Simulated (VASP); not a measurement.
# Mg3SO3 in VASP: single point with PBE

Aim: the single point of Mg3SO3 with PBE.

Program: VASP 6.6.1. These are calculated values, not measurements. Logs are shortened: lines on timing, memory, paths and dates and some standing lists are left out, and cuts for length are marked.

**1. The cell of the first run**

The cell holds a slab with vacuum, 7 atoms: a = 3.009 Å, b = 3.009 Å, c = 19.780 Å, α = 90.00°, β = 90.00°, γ = 90.00°.

**2. Single point, PBE, collinear spin**

The input, INCAR:

```
ALGO = Normal
DIPOL = 0.5 0.5 0.347
EDIFF = 1E-6
ENCUT = 520
GGA = PE
IDIPOL = 3
ISIF = 2
ISMEAR = 0
ISPIN = 2
LASPH = T
LCHARG = F
LDIPOL = T
LORBIT = 11
LREAL = F
LWAVE = F
MAGMOM = 0 0 0 0 0 0 2
NBANDS = 28
NELM = 150
PREC = Accurate
SIGMA = 0.05
```

The input, KPOINTS:

```
k-points
0
Gamma
  9 9 1
```

The input, POSCAR:

```
Mg3SO3
1.0
    3.0085896345      0.0000000000      0.0000000000
    0.0000000000      3.0085896345      0.0000000000
    0.0000000000      0.0000000000     19.7799623498
Mg O S
3 3 1
Direct
    0.5000000000      0.5000000000      0.2022248541
    0.0000000000      0.0000000000      0.3100331121
    0.5000000000      0.5000000000      0.4161289127
    0.0000000000      0.0000000000      0.2022248541
    0.5000000000      0.5000000000      0.3095409237
    0.0000000000      0.0000000000      0.4186035445
    0.1250000000      0.1250000000      0.5726652723
```

Potentials or basis: VASP PAW PBE potentials, release 64 (Mg, O, S).

On the command line:

```
> cat potpaw_PBE.64/Mg/POTCAR potpaw_PBE.64/O/POTCAR potpaw_PBE.64/S/POTCAR > POTCAR
> mpirun -np 1 vasp_std > vasp.out
```

OUTCAR:

```text
EDIFF = 1E-6
   ENCUT = 520
   GGA = PE
   ISIF = 2
   ISMEAR = 0
   ISPIN = 2
   LASPH = T
   LORBIT = 11
   LREAL = F
   NELM = 150
   PREC = Accurate

 ion  position               nearest neighbor table
   1  0.500  0.500  0.202-   5 2.12   4 2.13   4 2.13   4 2.13   4 2.13   2 3.01   2 3.01   2 3.01
                             2 3.01
   2  0.000  0.000  0.310-   5 2.13   5 2.13   5 2.13   5 2.13   4 2.13   6 2.15   3 2.99   3 2.99
                             3 2.99   3 2.99   1 3.01   1 3.01   1 3.01   1 3.01
   3  0.500  0.500  0.416-   5 2.11   6 2.13   6 2.13   6 2.13   6 2.13   2 2.99   2 2.99   2 2.99
                             2 2.99
   4  0.000  0.000  0.202-   1 2.13   1 2.13   1 2.13   1 2.13   2 2.13
   5  0.500  0.500  0.310-   3 2.11   1 2.12   2 2.13   2 2.13   2 2.13   2 2.13
   6  0.000  0.000  0.419-   3 2.13   3 2.13   3 2.13   3 2.13   2 2.15
   7  0.125  0.125  0.573-

  LATTYP: Found a simple tetragonal cell.
 ALAT       =     3.0085896345
 C/A-ratio  =     6.5744966090

  Lattice vectors:

 A1 = (   3.0085896345,   0.0000000000,   0.0000000000)
 A2 = (   0.0000000000,   3.0085896345,   0.0000000000)
 A3 = (   0.0000000000,   0.0000000000,  19.7799623498)

Analysis of symmetry for initial positions (statically):
=====================================================================
 Subroutine PRICEL returns:
 Original cell was already a primitive cell.

 Routine SETGRP: Setting up the symmetry group for a
 simple tetragonal supercell.

 Subroutine GETGRP returns: Found  2 space group operations
 (whereof  2 operations were pure point group operations)
 out of a pool of 16 trial point group operations.

The static configuration has the point symmetry C_1h.

Analysis of symmetry for dynamics (positions and initial velocities):
=====================================================================
 Subroutine PRICEL returns:
 Original cell was already a primitive cell.

 Routine SETGRP: Setting up the symmetry group for a
 simple tetragonal supercell.

 Subroutine GETGRP returns: Found  2 space group operations
 (whereof  2 operations were pure point group operations)
 out of a pool of 16 trial point group operations.

The dynamic configuration has the point symmetry C_1h.

Analysis of structural, dynamic, and magnetic symmetry:
=====================================================================
 Subroutine PRICEL returns:
 Original cell was already a primitive cell.

 Routine SETGRP: Setting up the symmetry group for a
 simple tetragonal supercell.

 Subroutine GETGRP returns: Found  2 space group operations
 (whereof  2 operations were pure point group operations)
 out of a pool of 16 trial point group operations.

The overall configuration has the point symmetry C_1h.

 Subroutine INISYM returns: Found  2 space group operations
 (whereof  2 operations are pure point group operations),
 and found     1 'primitive' translations

----------------------------------------------------------------------------------------

                                     Primitive cell

  volume of cell :     179.0405

  direct lattice vectors                    reciprocal lattice vectors
     3.008589634  0.000000000  0.000000000     0.332381654  0.000000000  0.000000000
     0.000000000  3.008589634  0.000000000     0.000000000  0.332381654  0.000000000
     0.000000000  0.000000000 19.779962350     0.000000000  0.000000000  0.050556214

  length of vectors
     3.008589634  3.008589634 19.779962350     0.332381654  0.332381654  0.050556214

  position of ions in fractional coordinates (direct lattice)
     0.500000000  0.500000000  0.202224854
     0.000000000  0.000000000  0.310033112
     0.500000000  0.500000000  0.416128913
     0.000000000  0.000000000  0.202224854
     0.500000000  0.500000000  0.309540924
     0.000000000  0.000000000  0.418603545
     0.125000000  0.125000000  0.572665272

  ion indices of the primitive-cell ions
   primitive index   ion index
                 1           1
                 2           2
                 3           3
                 4           4
                 5           5
                 6           6
                 7           7

----------------------------------------------------------------------------------------

 KPOINTS: k-points

Automatic generation of k-mesh.
 Grid dimensions read from file:
 generate k-points for:    9    9    1

 Generating k-lattice:

  Cartesian coordinates                     Fractional coordinates (reciprocal lattice)
     0.036931295  0.000000000  0.000000000     0.111111111  0.000000000  0.000000000
     0.000000000  0.036931295  0.000000000     0.000000000  0.111111111  0.000000000
     0.000000000  0.000000000  0.050556214     0.000000000  0.000000000  1.000000000

  Length of vectors
     0.036931295  0.036931295  0.050556214

  Shift w.r.t. Gamma in fractional coordinates (k-lattice)
     0.000000000  0.000000000  0.000000000

 Subroutine IBZKPT returns following result:
 ===========================================

 Found     25 irreducible k-points:

 Following reciprocal coordinates:
            Coordinates               Weight
  0.000000  0.000000  0.000000      1.000000
  0.111111  0.000000  0.000000      4.000000
  0.222222  0.000000  0.000000      4.000000
  0.333333  0.000000  0.000000      4.000000
  0.444444  0.000000  0.000000      4.000000
  0.111111  0.111111  0.000000      2.000000
[... 16 lines left out ...]
 -0.333333  0.444444  0.000000      4.000000
  0.444444  0.444444  0.000000      2.000000
   k-points           NKPTS =     25   k-points in BZ     NKDIM =     25   number of bands    NBANDS=     28
   number of dos      NEDOS =    301   number of ions     NIONS =      7
   total plane-waves  NPLWV =  86400
   dimension x,y,z NGX =    24 NGY =   24 NGZ =  150
   dimension x,y,z NGXF=    48 NGYF=   48 NGZF=  300
   ions per type =               3   3   1
   NGX,Y,Z   is equivalent  to a cutoff of  13.26, 13.26, 12.61 a.u.
   NGXF,Y,Z  is equivalent  to a cutoff of  26.52, 26.52, 25.21 a.u.
 SYSTEM =  unknown system
   PREC   = accura    normal or accurate (medium, high low for compatibility)
   ISTART =      0    job   : 0-new  1-cont  2-samecut
   ICHARG =      2    charge: 1-file 2-atom 10-const
   ISPIN  =      2    spin polarized calculation?
   LNONCOLLINEAR =      F non collinear calculations
   LSORBIT =      F    spin-orbit coupling
   LASPH  =      T    aspherical Exc in radial PAW
   ENCUT  =  520.0 eV  38.22 Ry    6.18 a.u.   5.59  5.59 36.78*2*pi/ulx,y,z
   NELM   =    150;   NELMIN=  2; NELMDL= -5     # of ELM steps
   EDIFF  = 0.1E-05   stopping-criterion for ELM
   LREAL  =      F    real-space projection
   EDIFFG = 0.1E-04   stopping-criterion for IOM
   NSW    =      0    number of steps for IOM
   IBRION =     -1    ionic relax: 0-MD 1-quasi-New 2-CG
   NFREE  =      0    steps in history (QN), initial steepest desc. (CG)
   ISIF   =      2    stress and relaxation
   ISYM   =      2    0-nonsym 1-usesym 2-fastsym
   POTIM  = 0.5000    time-step for ionic-motion
   TEBEG  =    0.0;   TEEND  =   0.0 temperature during run
   PSTRESS=    0.0 pullay stress
   NELECT =      30.0000    total number of electrons
   NUPDOWN=      -1.0000    fix difference up-down
   EMIN   =  10.00;   EMAX   =-10.00  energy-range for DOS
   EFERMI =   0.00;   METHOD = LEGACY
   ISMEAR =     0;   SIGMA  =   0.05  broadening in eV -4-tet -1-fermi 0-gaus
   EFERMI_NEDOS =   21; number of points for ismear=-14 and -15
   IALGO  =     38    algorithm
   IMIX   =      4    mixing-type and parameters
     AMIX     =   0.40;   BMIX     =  1.00
     AMIX_MAG =   1.60;   BMIX_MAG =  1.00
  volume/ion in A,a.u.               =      25.58       172.60
  Fermi-wavevector in a.u.,A,eV,Ry     =   0.902537  1.705547 11.082928  0.814572
  Thomas-Fermi vector in A             =   2.025752
   LORBIT       =     11    0 simple, 1 ext, 2 COOP (PROOUT), +10 PAW based schemes
   GGA     = PE    functional components
   LHFCALC =     F    Hartree Fock is set to
   AEXX    =    0.0000 exact exchange contribution
   IVDW    =     0    specifies the selected vdW correction
   LEPSILON=     F    determine dielectric tensor
   LRPA    =     F    only Hartree local field effects (RPA)
 spin polarized calculation
 Gauss-broadening in eV      SIGMA  =   0.05
  energy-cutoff  :      520.00
  volume of cell :      179.04
 maximum number of plane-waves:      4849
   NGX = 11   NGY = 11   NGZ = 73

 dipolmoment           0.000000      0.000000     -0.028407 electrons x Angstroem

 number of electron      30.0000003 magnetization       0.6658763

 dipolmoment           0.000000      0.000000      0.121892 electrons x Angstroem

 Free energy of the ion-electron system (eV)
  ---------------------------------------------------
  ext. energy  EPLUGINS =         0.00000000
  ---------------------------------------------------
  free energy    TOTEN  =       -37.17853124 eV

  energy without entropy =      -37.17718425  energy(sigma->0) =      -37.17785774

 E-fermi :  -1.3522     XC(G=0):  -5.5693

 val. band max:       -1.3814105646   @ k =  -0.1111   0.3333   0.0000
 cond. band min:      -1.2546997043   @ k =   0.4444   0.0000   0.0000
 fundamental gap:      0.1267108604
 Fermi energy:        -1.3522235720

 spin component 1

 k-point     1 :       0.0000    0.0000    0.0000
  band No.  band energies     occupation
      1     -18.7678      1.00000
      2     -18.0078      1.00000
      3     -17.6210      1.00000
      4     -13.9075      1.00000
      5      -5.3463      1.00000
      6      -4.3328      1.00000
[... 19 lines left out ...]
     26       8.1774      0.00000
     27       9.1080      0.00000
[... 661 lines left out ...]
 k-point    24 :       0.4444    0.4444    0.0000
  band No.  band energies     occupation
      1     -17.6695      1.00000
      2     -17.3206      1.00000
      3     -17.1644      1.00000
      4     -11.7108      1.00000
      5      -5.4980      1.00000
      6      -5.4738      1.00000
[... 19 lines left out ...]
     26       9.0698      0.00000
     27       9.7465      0.00000

 [... further k-points ...]

 spin component 2

 k-point     1 :       0.0000    0.0000    0.0000
  band No.  band energies     occupation
      1     -18.7487      1.00000
      2     -17.9638      1.00000
      3     -17.5457      1.00000
      4     -13.4175      1.00000
      5      -5.2955      1.00000
      6      -4.0405      1.00000
[... 19 lines left out ...]
     26       8.4848      0.00000
     27       9.3025      0.00000
[... 661 lines left out ...]
 k-point    24 :       0.4444    0.4444    0.0000
  band No.  band energies     occupation
      1     -17.6601      1.00000
      2     -17.3190      1.00000
      3     -17.0235      1.00000
      4     -11.1003      1.00000
      5      -5.4861      1.00000
      6      -5.4631      1.00000
[... 19 lines left out ...]
     26       9.1246      0.00000
     27       9.8089      0.00000

 [... further k-points ...]

 [bands above 27 left out]

------------------------ aborting loop because EDIFF is reached ----------------------------------------

 vacuum level on the upper side and lower side of the slab       (xc-potential included)         1.182        -1.187

  FORCE on cell =-STRESS in cart. coord.  units (eV):
  Direction    XX          YY          ZZ          XY          YZ          ZX
  --------------------------------------------------------------------------------------
  -------------------------------------------------------------------------------------
  Total       -6.7405150     -6.7405150     -0.1212833     -0.0166042      0.0184641      0.0184639
  in kB      -60.3187442    -60.3187442     -1.0853258     -0.1485861      0.1652292      0.1652279
  external PRESSURE =     -40.5742714 kB  Pullay stress =       0.0000000 kB

 VOLUME and BASIS-vectors are now :
 -----------------------------------------------------------------------------
  energy-cutoff  :      520.00
  volume of cell :      179.04
      direct lattice vectors                 reciprocal lattice vectors
     3.008589634  0.000000000  0.000000000     0.332381654  0.000000000  0.000000000
     0.000000000  3.008589634  0.000000000     0.000000000  0.332381654  0.000000000
     0.000000000  0.000000000 19.779962350     0.000000000  0.000000000  0.050556214

 POSITION                                       TOTAL-FORCE (eV/Angst)
 -----------------------------------------------------------------------------------
      1.50429      1.50429      4.00000         0.000350      0.000350      0.451677
      0.00000      0.00000      6.13244         0.003862      0.003862     -0.041908
      1.50429      1.50429      8.23101        -0.013142     -0.013142      0.501855
      0.00000      0.00000      4.00000         0.000634      0.000634     -0.429899
      1.50429      1.50429      6.12271         0.004930      0.004930      0.005053
      0.00000      0.00000      8.27996        -0.010062     -0.010062     -0.482752
      0.37607      0.37607     11.32730         0.013428      0.013428     -0.004028
 -----------------------------------------------------------------------------------
    total drift:                                0.000071      0.000071     -0.001165

  FREE ENERGIE OF THE ION-ELECTRON SYSTEM (eV)
  ---------------------------------------------------
  free  energy   TOTEN  =       -37.1785312373 eV

  energy  without entropy=      -37.1771842468  energy(sigma->0) =      -37.17785774

 vacuum level on the upper side and lower side of the slab         5.251         2.816

 total charge

# of ion       s       p       d       tot
------------------------------------------
    1        0.141   0.150   0.062   0.352
    2        0.147   0.171   0.073   0.391
    3        0.138   0.150   0.062   0.350
    4        1.543   3.492   0.000   5.034
    5        1.543   3.542   0.000   5.085
    6        1.547   3.478   0.000   5.026
    7        1.415   2.027   0.000   3.442
--------------------------------------------------
tot          6.474  13.010   0.197  19.681

 magnetization (x)

# of ion       s       p       d       tot
------------------------------------------
    1       -0.000   0.000   0.000  -0.000
    2        0.000   0.001   0.001   0.002
    3       -0.001  -0.001  -0.000  -0.002
    4       -0.000   0.001   0.000   0.001
    5       -0.000   0.005   0.000   0.005
    6        0.002   0.076   0.000   0.078
    7        0.011   0.344   0.000   0.355
--------------------------------------------------
tot          0.012   0.426   0.001   0.439
```

Wall time 5.9 min (1 thread of Intel Xeon Platinum 8488C (Sapphire Rapids), shared host); peak memory 0.44 GiB.

What came out:

| Property | Result |
| --- | --- |
| Free energy | -37.1785 eV |
| Largest force | 0.502 eV/Å |
| Net moment | 0.67 μB per cell |
| Site moments | Mg -0.00, +0.00 (each value once); O +0.00, +0.01, +0.08; S +0.35 μB |
| Valence electrons inside the program's atomic spheres | Mg 0.35, 0.39 (each value once); O 5.03, 5.08 (each value once); S 3.44 |

Forces in eV/Å, atoms in the order of the input:
```
Mg   0.000  0.000  0.452
Mg   0.004  0.004 -0.042
Mg  -0.013 -0.013  0.502
O    0.001  0.001 -0.430
O    0.005  0.005  0.005
O   -0.010 -0.010 -0.483
S    0.013  0.013 -0.004
```

Levels at points of the mesh, in eV from the Fermi level:
Spin up:
| k point | band 13 | band 14 | band 15 | band 16 | band 17 | band 18 |
| --- | --- | --- | --- | --- | --- | --- |
| (0.00, 0.00, 0.00) | -0.66 | -0.66 | 1.34 | 1.35 | 2.66 | 4.32 |
Spin down:
```tsv
k point	band 13	band 14	band 15	band 16	band 17	band 18
(0.00, 0.00, 0.00)	-0.62	-0.55	1.68	1.68	2.67	4.36
```
